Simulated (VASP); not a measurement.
# Li (P6/mmm) in VASP: a series of runs, part 2 of 2

VASP 6.6.1. The steps go on from the part before.

### 3 Single point, PBE

This run uses another cell than the first one, of 15.42 Å³/atom.

INCAR

```
SYSTEM = Li
ALGO     = Normal         ! electronic algorithm
EDIFF    = 1E-6           ! SCF threshold, eV
ENCUT    = 520            ! plane-wave cutoff, eV
GGA      = PE             ! functional
ISIF     = 2              ! what is computed and relaxed
ISMEAR   = -1             ! smearing method
LASPH    = .True.         ! aspherical terms in the spheres
LCHARG   = .True.         ! write CHGCAR
LELF     = .True.         ! ELF
LREAL    = .False.        ! projectors in reciprocal space
LVHAR    = .True.       
LWAVE    = .False.        ! write WAVECAR
NBANDS   = 8              ! bands
NELM     = 100            ! most SCF steps
PREC     = Accurate       ! precision mode
SIGMA    = 0.1            ! smearing width, eV
```

KPOINTS

```
k-points
0
Gamma
  16 16 15
  0 0 0
```

POSCAR

```
Li
1.0
    2.6870326037      0.0000000000      0.0000000000
   -1.3435163018      2.3270384956      0.0000000000
    0.0000000000      0.0000000000      2.4660531670
Li
1
Direct
    0.0000000000      0.0000000000      0.0000000000
```

Potentials or basis: VASP PAW PBE potentials, release 64 (Li_sv).

Launch:

```sh
$ cat potpaw_PBE.64/Li_sv/POTCAR > POTCAR
$ mpirun -np 1 vasp_std > vasp.out
```

OUTCAR:

```text
SYSTEM = Li
   EDIFF = 1E-6
   ENCUT = 520
   GGA = PE
   ISIF = 2
   ISMEAR = -1
   LASPH = .True.
   LREAL = .False.
   NELM = 100
   PREC = Accurate

 ion  position               nearest neighbor table
   1  0.000  0.000  0.000-

  LATTYP: Found a hexagonal cell.
 ALAT       =     2.6870326037
 C/A-ratio  =     0.9177607907

  Lattice vectors:

 A1 = (   2.6870326037,   0.0000000000,   0.0000000000)
 A2 = (  -1.3435163018,   2.3270384956,   0.0000000000)
 A3 = (   0.0000000000,   0.0000000000,   2.4660531670)

Analysis of symmetry for initial positions (statically):
=====================================================================
 Subroutine PRICEL returns:
 Original cell was already a primitive cell.

 Routine SETGRP: Setting up the symmetry group for a
 hexagonal supercell.

 Subroutine GETGRP returns: Found 24 space group operations
 (whereof 24 operations were pure point group operations)
 out of a pool of 24 trial point group operations.

The static configuration has the point symmetry D_6h.

Analysis of symmetry for dynamics (positions and initial velocities):
=====================================================================
[... 161 lines left out ...]
 Fermi energy:         1.4157833354

 k-point     1 :       0.0000    0.0000    0.0000
  band No.  band energies     occupation
      1     -44.8288      2.00000
      2      -2.3699      2.00000
      3      16.4110      0.00000
      4      17.7201      0.00000
      5      17.7201      0.00000
      6      19.4841      0.00000
      7      22.4761      0.00000
      8      22.4761      0.00000
[... 243 lines left out ...]
 k-point    24 :       0.2500    0.1875    0.0000
  band No.  band energies     occupation
      1     -44.7826      2.00000
      2       0.2629      1.99998
      3       7.4726      0.00000
      4      10.5139      0.00000
      5      19.7080      0.00000
      6      22.6769      0.00000
      7      24.8211      0.00000
      8      27.2209      0.00000

 [... further k-points ...]

------------------------ aborting loop because EDIFF is reached ----------------------------------------

  FORCE on cell =-STRESS in cart. coord.  units (eV):
  Direction    XX          YY          ZZ          XY          YZ          ZX
  --------------------------------------------------------------------------------------
  -------------------------------------------------------------------------------------
  Total        0.5284895      0.5284895      0.5217496      0.0000000      0.0000000      0.0000000
  in kB       54.9120949     54.9120949     54.2117944      0.0000000      0.0000000      0.0000000
  external PRESSURE =      54.6786614 kB  Pullay stress =       0.0000000 kB

 VOLUME and BASIS-vectors are now :
 -----------------------------------------------------------------------------
  energy-cutoff  :      520.00
  volume of cell :       15.42
      direct lattice vectors                 reciprocal lattice vectors
     2.687032604  0.000000000  0.000000000     0.372157747  0.214865375  0.000000000
    -1.343516302  2.327038496  0.000000000     0.000000000  0.429730751  0.000000000
     0.000000000  0.000000000  2.466053167     0.000000000  0.000000000  0.405506261

 POSITION                                       TOTAL-FORCE (eV/Angst)
 -----------------------------------------------------------------------------------
      0.00000      0.00000      0.00000         0.000000      0.000000      0.000000
 -----------------------------------------------------------------------------------
    total drift:                               -0.000000      0.000000     -0.000000

  FREE ENERGIE OF THE ION-ELECTRON SYSTEM (eV)
  ---------------------------------------------------
  free  energy   TOTEN  =        -1.7771420003 eV

  energy  without entropy=       -1.7647050252  energy(sigma->0) =       -1.77092351
```

OSZICAR:

```text
N       E                     dE             d eps       ncg     rms          rms(c)
DAV:   1    -0.117479918024E+00   -0.11748E+00   -0.73033E+02  3960   0.265E+02
DAV:   2    -0.176157576074E+01   -0.16441E+01   -0.15954E+01  5736   0.334E+01
DAV:   3    -0.177787053375E+01   -0.16295E-01   -0.16277E-01  4184   0.267E+00
DAV:   4    -0.177807364063E+01   -0.20311E-03   -0.20311E-03  5912   0.219E-01
DAV:   5    -0.177807422325E+01   -0.58262E-06   -0.58246E-06  4288   0.698E-03    0.273E-01
DAV:   6    -0.177729373095E+01    0.78049E-03   -0.75310E-04  5912   0.985E-02    0.177E-01
DAV:   7    -0.177714441680E+01    0.14931E-03   -0.19505E-03  5128   0.165E-01    0.410E-02
DAV:   8    -0.177713989410E+01    0.45227E-05   -0.20149E-05  4336   0.370E-02    0.383E-03
DAV:   9    -0.177714106408E+01   -0.11700E-05   -0.22986E-06  5376   0.118E-02    0.113E-03
DAV:  10    -0.177714200030E+01   -0.93622E-06   -0.72558E-08  2168   0.196E-03
   1 F= -.17771420E+01 E0= -.17709235E+01  d E =-.124370E-01
```

It took 28 s on 1 thread of Intel Xeon 8259CL, shared host; peak memory 0.13 GiB.

What came out:

| Item | Value |
| --- | --- |
| Free energy | -1.7771 eV |
| Band gap on the k mesh | zero (an odd number of electrons rules out a gap without spin polarisation) |

Caveat: the cutoff is under 1.25 times the usual one of these potentials, so pressure, stress and relaxed cells hold a basis-set (Pulay) error.

### 4 Single point, PBE (15.42 Å³/atom)

This run uses another cell than the first one, of 15.42 Å³/atom.

INCAR

```
PREC = Accurate
ENCUT = 520
EDIFF = 1E-6
ISMEAR = -1
SIGMA = 0.1
LREAL = False
LASPH = True
NELM = 100
ALGO = Normal
ISIF = 2
LWAVE = False
LCHARG = False
GGA = PE
NBANDS = 8
```

KPOINTS

```
regular mesh
0
Gamma
  16 16 15
```

POSCAR is that of step 3.

Launch:

```sh
$ cat potpaw_PBE.64/Li_sv/POTCAR > POTCAR
$ mpirun -np 1 vasp_std > vasp.out
```

Wall time 25 s (1 thread of Intel Xeon 8259CL, shared host); peak memory 0.13 GiB.

The run converged. Its results:

```
Free energy            : -1.7771 eV
Band gap on the k mesh : zero (an odd number of electrons rules out a gap without spin polarisation)
```

Levels at points of the mesh, in eV from the Fermi level:
| k point | band 1 | band 2 | band 3 | band 4 | band 5 | band 6 |
| --- | --- | --- | --- | --- | --- | --- |
| (0.00, 0.00, 0.00) | -46.24 | -3.79 | 15.00 | 16.30 | 16.30 | 18.07 |
| (0.50, 0.00, 0.00) | -46.19 | -0.32 | 3.81 | 11.51 | 16.17 | 19.34 |

Caveat: the cutoff is under 1.25 times the usual one of these potentials, so pressure, stress and relaxed cells hold a basis-set (Pulay) error.

### 5 Single point, PBE

This run uses another cell than the first one, of 17.04 Å³/atom.

INCAR

```
  PREC = Accurate
  ENCUT = 520
  EDIFF = 1E-6
  ISMEAR = -1
  SIGMA = 0.1
  LREAL = False
  LASPH = True
  NELM = 100
  ALGO = Normal
  ISIF = 2
  LWAVE = False
  LCHARG = False
  GGA = PE
  NBANDS = 8
```

KPOINTS

```
Automatic mesh
0
Gamma
  16 16 15
```

POSCAR

```
Li
1.0
    2.7763031400      0.0000000000      0.0000000000
   -1.3881515700      2.4043490478      0.0000000000
    0.0000000000      0.0000000000      2.5531729403
Li
1
Direct
    0.0000000000      0.0000000000      0.0000000000
```

Launch:

```sh
$ cat potpaw_PBE.64/Li_sv/POTCAR > POTCAR
$ mpirun -np 1 vasp_std > vasp.out
```

It took 29 s on 1 thread of Intel Xeon 8259CL, shared host; peak memory 0.14 GiB.

Results (log left out):

```yaml
Free_energy: -1.8203 eV
Band_gap_on_the_k_mesh: zero (an odd number of electrons rules out a gap without spin polarisation)
```

Levels at points of the mesh, in eV from the Fermi level:
| k point | band 1 | band 2 | band 3 | band 4 | band 5 | band 6 | band 7 |
| --- | --- | --- | --- | --- | --- | --- | --- |
| (0.00, 0.00, 0.00) | -46.38 | -3.69 | 13.95 | 15.23 | 15.23 | 16.89 | 19.79 |
| (0.50, 0.00, 0.00) | -46.34 | -0.26 | 3.41 | 10.77 | 15.09 | 17.98 | 22.44 |

Caveat: the cutoff is under 1.25 times the usual one of these potentials, so pressure, stress and relaxed cells hold a basis-set (Pulay) error.

### 6 Relaxation of shape and atoms at fixed volume, PBE

This run uses another cell than the first one, of 15.42 Å³/atom.

INCAR

```
SYSTEM = Li
ALGO     = Normal         ! electronic algorithm
EDIFF    = 1E-6           ! SCF threshold, eV
EDIFFG   = -0.005         ! ionic threshold
ENCUT    = 600            ! plane-wave cutoff, eV
GGA      = PE             ! functional
IBRION   = 2              ! ionic algorithm
ISIF     = 4              ! what is computed and relaxed
ISMEAR   = -1             ! smearing method
LASPH    = .True.         ! aspherical terms in the spheres
LCHARG   = .False.        ! write CHGCAR
LREAL    = .False.        ! projectors in reciprocal space
LWAVE    = .False.        ! write WAVECAR
NELM     = 100            ! most SCF steps
NSW      = 50             ! ionic steps
PREC     = Accurate       ! precision mode
SIGMA    = 0.1            ! smearing width, eV
```

KPOINTS

```
k-points
0
Gamma
  16 16 15
  0 0 0
```

POSCAR

```
Li
1.0
    2.6818593662      0.0000000000      0.0000000000
   -1.3409296831      2.3225583405      0.0000000000
    0.0000000000      0.0000000000      2.4755762488
Li
1
Direct
    0.0000000000      0.0000000000      0.0000000000
```

Potentials or basis: VASP PAW PBE potentials, release 64 (Li_sv).

Launch:

```sh
$ cat potpaw_PBE.64/Li_sv/POTCAR > POTCAR
$ mpirun -np 1 vasp_std > vasp.out
```

It took 14 s on 1 thread of AMD EPYC 9R45 (Zen 5), shared host; peak memory 0.11 GiB.

Results (log left out):

| Quantity | Value |
| --- | --- |
| Free energy | -1.7771 eV |
| Energy gained by relaxing | 0.1 meV/atom |
| Ionic steps | 3 |
| Pressure after relaxing | 5.4 GPa |
| Band gap on the k mesh | zero (an odd number of electrons rules out a gap without spin polarisation) |

The path:
```tsv
step	energy change (eV)	largest force (eV/Å)	pressure (GPa)	volume (Å³)
1	0.0000	0.0000	5.42	15.42
2	-0.0001	0.0000	5.42	15.42
3	-0.0001	0.0000	5.41	15.42
```

Final structure:
```
Li
1.0
     2.68773    0.00000    0.00000
    -1.34387    2.32764    0.00000
     0.00000    0.00000    2.46477
Li
1
Direct
  0.00000 0.00000 0.00000
```

Levels at points of the mesh, in eV from the Fermi level:
| k point | band 1 | band 2 | band 3 | band 4 | band 5 |
| --- | --- | --- | --- | --- | --- |
| (0.00, 0.00, 0.00) | -46.24 | -3.79 | 15.02 | 16.29 | 16.29 |
| (0.50, 0.00, 0.00) | -46.19 | -0.32 | 3.81 | 11.50 | 16.16 |

Caveat: the cutoff is under 1.25 times the usual one of these potentials, so pressure, stress and relaxed cells hold a basis-set (Pulay) error.

### 7 Overview

| task | cell | cutoff (eV) | gap on the mesh (eV) |
| --- | --- | --- | --- |
| single point | a = 2.591, b = 2.591, c = 2.374 Å, angles 90.0, 90.0, 120.0°, 1 atom | 520 | none |
| single point | a = 2.687, b = 2.687, c = 2.466 Å, angles 90.0, 90.0, 120.0°, 1 atom | 520 | none |
| single point | a = 2.776, b = 2.776, c = 2.553 Å, angles 90.0, 90.0, 120.0°, 1 atom | 520 | none |
| relaxation of shape and atoms at fixed volume | relaxed from a = 2.682, b = 2.682, c = 2.476 Å, angles 90.0, 90.0, 120.0°, 1 atom | 600 | none |

Alike in all rows: level PBE; potentials or basis VASP PAW PBE potentials, release 64 (Li_sv); no spin polarisation; k mesh 16 × 16 × 15; smearing fermi-dirac 0.1 eV.

Caveats: the cutoff is under 1.25 times the usual one of these potentials, so pressure, stress and relaxed cells hold a basis-set (Pulay) error.

Absolute energies hang on the potentials; compare differences alone.
